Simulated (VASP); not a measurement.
Here is a VASP 6.6.1 calculation.

INCAR

```
ALGO = Normal
EDIFF = 1E-6
ENCUT = 520
GGA = PE
ISIF = 2
ISMEAR = -1
ISYM = 0
LASPH = True
LCHARG = True
LELF = True
LREAL = Auto
LVHAR = True
LWAVE = False
NBANDS = 60
NELM = 80
PREC = Accurate
SIGMA = 0.05
```

The input KPOINTS:

```
Automatic mesh
0
Gamma
  1 1 1
  0.25 0.25 0.25
```

The input POSCAR:

```
B15As8
1.0
    6.7523970000     -0.0821590000     -0.0565340000
   -0.0821590000      6.5439730000      0.0455560000
   -0.0565340000      0.0455560000      7.1307640000
As B
8 15
Direct
    0.7192871949     -0.0030512709      0.7385712367
    0.3663568356      0.7718286505      0.4700733598
    0.6641729397      0.2527581175      0.0306543176
    0.8223133935      0.9177861699      0.3967541204
    0.1144510811      0.1906778509      0.7460154140
    0.1056147618      0.1658002031      0.3652460846
    0.4383885324      0.1873905325      0.5812182389
    0.6488014175      0.5232154333      0.4710950660
    0.6088605369      0.7189267248      0.8463714261
    0.5646339076      0.5132927058      0.1800454272
    0.7261222949      0.7191431731      0.0591134851
    0.8450313567      0.4741308718      0.1278713609
    0.1816798160      0.8107370561      1.0605458475
    1.0402195840      0.4996281524      0.7954443190
    0.8013366792      0.5264294319      0.8894554284
    0.4286665760      0.7220550303      0.0247210954
    0.0649751677      0.5765019443      1.0398221262
    0.2875473289      0.6288247090      0.2195689638
    0.1456333950      0.6522901563      0.6348213891
    0.9483559566      0.8432959983      0.1115710972
    0.2304877953      0.6811048551      0.8664910218
    0.9598049203      0.6114003727      0.4587119495
    0.0455113433      0.4661426387      0.2720459328
```

Potentials or basis: VASP PAW PBE potentials, release 64 (As, B).

Run with:

```console
$ cat potpaw_PBE.64/As/POTCAR potpaw_PBE.64/B/POTCAR > POTCAR
$ mpirun -np 1 vasp_std > vasp.out
```

Task: What does it give for the largest force?

Result: 1.742 eV/Å.

Task: What does it give for the pressure?

Result: -2.2 GPa.

Stress tensor (GPa, compression positive):
```
-10.31   3.78   0.32
  3.78  -0.08   0.17
  0.32   0.17   3.88
```

Caveat: the k points lie up to 0.96 Å⁻¹ apart.
